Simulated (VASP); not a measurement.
F, 4 atoms in the cell. It takes space group C2/m (No. 12, monoclinic). The conventional cell has a = 6.473 Å, b = 3.535 Å, c = 7.501 Å, α = 90.00°, β = 113.49°, γ = 90.00°. Within 1.9 Å of F (site symmetry m) lie 1 F at 1.40 Å. F (site symmetry m) has 1 F at 1.40 Å within 1.9 Å. 

```yaml
Program: VASP 6.6.1
Task: single point
Functional: PBEsol
Potentials_or_basis: VASP PAW PBE potentials, release 64 (F)
Cutoff: 520 eV
k_mesh: 4 × 4 × 2
Occupations: gaussian, width 0.05 eV
Spin: no spin polarisation
Dipole_correction: no
Further_INCAR_settings: ALGO = Normal; EDIFF = 1e-07; NBANDS = 22
```

Potentials or basis: VASP PAW PBE potentials, release 64 (F).

Run with:

```console
$ cat potpaw_PBE.64/F/POTCAR > POTCAR
$ mpirun -np 1 vasp_std > vasp.out
```

Hardware: 1 thread of AMD EPYC 7R13 (shared host).

How long does it take, and how much memory?

Wall time 45 s on 1 thread of AMD EPYC 7R13 (shared host), peak memory 0.18 GiB. Counts: scf iterations 13, k points 14.
